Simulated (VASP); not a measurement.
Input of a VASP 6.6.1 run:

Contents of INCAR:

```
ALGO = Normal ; EDIFF = 1E-6
ENCUT = 600 ; GGA = RE
GGA_COMPAT = F ; ISIF = 2
ISMEAR = 1 ; ISPIN = 2
LASPH = T ; LCHARG = F
LMAXMIX = 6 ; LORBIT = 11
LREAL = F ; LWAVE = F
MAGMOM = 4.9 0 ; NBANDS = 22
NELM = 200 ; PREC = Accurate
SIGMA = 0.1
```

Contents of KPOINTS:

```
k-points
0
Gamma
  8 8 8
```

The input POSCAR:

```
EuO
1.0
    0.0000000000      2.5719500000      2.5719500000
    2.5719500000      0.0000000000      2.5719500000
    2.5719500000      2.5719500000      0.0000000000
Eu O
1 1
Direct
    0.0000000000      0.0000000000      0.0000000000
    0.5000000000      0.5000000000      0.5000000000
```

Potentials or basis: VASP PAW PBE potentials, release 64 (Eu, O).

Run with:

```sh
$ cat potpaw_PBE.64/Eu/POTCAR potpaw_PBE.64/O/POTCAR > POTCAR
$ mpirun -np 1 vasp_std > vasp.out
```

(1) Predict the site moments.

(2) Predict the pressure.

(3) Predict the net moment.

Results:

(1) Eu +6.60; O -0.11 μB.

(2) -1.9 GPa.

(3) 6.99 μB per cell.

Caveat: the PAW data sets were made with another functional, which shifts forces and pressure a little; a cell with one magnetic atom can't hold antiferromagnetic order, which such compounds often take.
